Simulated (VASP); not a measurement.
CdS5: single point with PBE

CdS5:

```
Cd S
1.0
    -3.15921    3.15921    3.60991
     3.15921   -3.15921    3.60991
     3.15921    3.15921   -3.60991
Cd S
1 5
Direct
  0.00000 0.00000 0.00000
  0.87165 0.39876 0.27041
  0.60124 0.87165 0.47289
  0.12835 0.60124 0.72959
  0.39876 0.12835 0.52711
  0.50000 0.50000 0.00000
```

* Program: VASP 6.6.1
* Task: single point
* Functional: PBE
* Potentials or basis: VASP PAW PBE potentials, release 64 (Cd, S)
* Cutoff: 520 eV
* k mesh: 8 × 8 × 8
* Occupations: gaussian, width 0.1 eV
* Spin: no spin polarisation
* Dipole correction: no
* Further INCAR settings: ALGO = Normal; EDIFF = 1e-06; NBANDS = 30

```json
{
  "Pressure": "-0.1 GPa",
  "Largest force": "0.109 eV/Å",
  "Band gap on the k mesh": "zero (bands 21 and 22 overlap by 0.84 eV)"
}
```

Forces in eV/Å, atoms in the order of the input:
```
Cd   0.000  0.000  0.000
S    0.079  0.076  0.000
S    0.076 -0.079  0.000
S   -0.079 -0.076  0.000
S   -0.076  0.079  0.000
S    0.000  0.000  0.000
```

Stress tensor (GPa, compression positive):
```
-0.17  0.00  0.00
 0.00 -0.17  0.00
 0.00  0.00 -0.04
```

Levels at points of the mesh, in eV from the Fermi level:
```csv
k point,band 18,band 19,band 20,band 21,band 22,band 23,band 24,band 25
"(0.00, 0.00, 0.00)",-1.66,-1.17,-1.17,-0.82,-0.32,-0.32,3.19,3.53
"(0.50, 0.00, 0.00)",-2.10,-1.21,-0.85,-0.84,-0.03,1.60,1.97,3.36
"(0.50, 0.50, 0.00)",-2.58,-2.36,-0.64,0.37,1.28,2.05,2.43,2.48
"(0.50, 0.50, 0.50)",-1.59,-0.63,-0.44,-0.44,-0.33,-0.33,3.25,3.41
```

Wall time 4.2 min on 1 thread of AMD EPYC 9R45 96-Core Processor (Zen 5), with other jobs on the host, peak memory 0.46 GiB.
